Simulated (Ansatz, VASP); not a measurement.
# MoS: VASP beside Ansatz

File INCAR:

```
PREC = Accurate
ENCUT = 520
EDIFF = 1E-6
ISMEAR = 0
SIGMA = 0.1
LREAL = F
LASPH = T
NELM = 150
ALGO = Normal
ISIF = 2
LWAVE = F
LCHARG = T
ISPIN = 2
MAGMOM = 3.5 0
LORBIT = 11
LMAXMIX = 4
GGA = PE
LELF = T
LVHAR = T
NBANDS = 21
```

The input KPOINTS:

```
Automatic mesh
0
Gamma
  14 14 14
```

POSCAR

```
MoS
1.0
    0.0000000000      2.5270873574      2.5270873574
    2.5270873574      0.0000000000      2.5270873574
    2.5270873574      2.5270873574      0.0000000000
Mo S
1 1
Direct
    0.0000000000      0.0000000000      0.0000000000
    0.5000000000      0.5000000000      0.5000000000
```

Input for Ansatz:

```yaml
crystal:
  lattice:
    - [0.0, 2.5270873574, 2.5270873574]
    - [2.5270873574, 0.0, 2.5270873574]
    - [2.5270873574, 2.5270873574, 0.0]
  atoms:
    - { symbol: Mo, position: [0.0, 0.0, 0.0], spin: 3.5 }
    - { symbol: S, position: [0.5, 0.5, 0.5] }
basis:
  ecutwfc: 420
kpoints:
  mp_grid: { grid: [14, 14, 14] }
hamiltonian:
  xc: pbe
scf:
  occupations: { method: gaussian, width: 0.1 }
  lower_state_search: "off"
output:
  forces: true
  stress: true
  eigenvalues: true
  populations: true
magnetization:
  spin_polarized: true
```

Alike in both runs: task single point; functional PBE; k mesh 14 × 14 × 14; occupations gaussian, width 0.1 eV; collinear spin.

```csv
,VASP,Ansatz
version,VASP 6.6.1,Ansatz 0.2.0
potentials or method,"VASP PAW PBE potentials, release 64 (Mo_sv, S), cutoff 520 eV","scalar-relativistic, plane waves, PAW"
valence electrons in the cell,20,20
```

|  | VASP | Ansatz | Ansatz less VASP |
| --- | --- | --- | --- |
| gap on the k mesh at the Fermi level (eV) | none | none | - |
| pressure (GPa) | -8.5 | -8.6 | -0.09 |
| net moment per atom (μB) | 0.17 | 0.17 | +0.001 |
| size of the moment on the site where the two differ most (μB) | 0.30 | 0.26 | -0.046 |

Site moments also hang on the region over which each program counts them. A gap of «none» marks a metal or a gap that the smearing closes. Ansatz's warnings: seeded moment not kept.
